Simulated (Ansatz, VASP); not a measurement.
**Two plane-wave programs on Cd4Te**

```
CELL_PARAMETERS angstrom
5.81830 0.00000 0.00000
0.00000 5.81830 0.00000
0.00000 0.00000 5.81830
ATOMIC_POSITIONS crystal
Cd 0.00000 0.50000 0.50000
Cd 0.50000 0.00000 0.50000
Cd 0.50000 0.50000 0.00000
Cd 0.00000 0.00000 0.00000
Te 0.50000 0.50000 0.50000
```

Alike in both runs: functional PBE; k mesh 6 × 6 × 6; occupations gaussian, width 0.1 eV; no spin polarisation.

Ansatz relaxed the structure, and its values are those at the end. VASP's run is a single point on that final structure, the one shown.

|  | VASP | Ansatz |
| --- | --- | --- |
| version | VASP 6.6.1 | Ansatz 0.2.0 |
| potentials or method | VASP PAW PBE potentials, release 64 (Cd, Te), cutoff 520 eV | scalar-relativistic, plane waves, PAW |
| valence electrons in the cell | 54 | 96 |

```csv
,VASP,Ansatz,Ansatz less VASP
gap on the k mesh at the Fermi level (eV),none,none,-
pressure (GPa),0.1,0.0,-0.08
```

A gap of «none» marks a metal or a gap that the smearing closes. VASP's potentials hold 54 valence electrons a cell and Ansatz's 96, so a difference there can come from the potentials and not from the codes.

Spin-orbit coupling is off throughout.
